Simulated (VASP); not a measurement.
Ta, 2 atoms in the cell. It takes space group Fd-3m (No. 227, cubic). The conventional cell has a = 6.382 Å, b = 6.382 Å, c = 6.382 Å, α = 90.00°, β = 90.00°, γ = 90.00°. Within 3.6 Å of Ta (site symmetry -43m) lie 4 Ta at 2.76 Å.  This cell differs from its parent crystal: volume scaled by 1.12.

| Item | Value |
| --- | --- |
| Program | VASP 6.6.1 |
| Task | single point |
| Functional | revPBE |
| Potentials or basis | VASP PAW PBE potentials, release 64 (Ta_pv) |
| Cutoff | 520 eV |
| k mesh | 10 × 10 × 10 |
| Occupations | fermi-dirac, width 0.1 eV |
| Spin | no spin polarisation |
| Dipole correction | no |
| Further INCAR settings | ALGO = Normal; EDIFF = 1e-07; NBANDS = 18 |

Potentials or basis: VASP PAW PBE potentials, release 64 (Ta_pv).

Command:

```sh
$ cat potpaw_PBE.64/Ta_pv/POTCAR > POTCAR
$ mpirun -np 1 vasp_std > vasp.out
```

Hardware: 1 thread of Intel(R) Xeon(R) 6975P-C (Granite Rapids) (shared host).

Q: Estimate the wall time of this run.

A: Run time: 20 s on 1 thread of Intel(R) Xeon(R) 6975P-C (Granite Rapids), with other jobs on the host, peak memory 0.22 GiB. Counts: scf iterations 13, k points 47.
